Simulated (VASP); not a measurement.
A run of VASP 6.6.1 is set up as follows.

INCAR

```
PREC = Accurate ; ENCUT = 520
EDIFF = 1E-6 ; ISMEAR = 0
SIGMA = 0.15 ; LREAL = False
LASPH = True ; NELM = 100
ALGO = Fast ; ISIF = 2
LWAVE = False ; LCHARG = False
GGA = PE ; NBANDS = 8
```

File KPOINTS:

```
regular mesh
0
Gamma
  20 20 20
```

POSCAR

```
Al
1.0
    0.0000000000      2.0239800000      2.1049392000
    2.0239800000      0.0000000000      2.1049392000
    2.0239800000      2.0239800000      0.0000000000
Al
1
Direct
    0.0000000000      0.0000000000      0.0000000000
```

Potentials or basis: VASP PAW PBE potentials, release 64 (Al).

The run is started by

```console
$ cat potpaw_PBE.64/Al/POTCAR > POTCAR
$ mpirun -np 1 vasp_std > vasp.out
```

**Question.** Predict the pressure.

**Answer.** -3.1 GPa.

Stress tensor (GPa, compression positive):
```
-2.56  0.00  0.00
 0.00 -2.56  0.00
 0.00  0.00 -4.22
```

Caveat: the cell differs from its parent crystal (strain +0.000 along x and y, +0.040 along z).
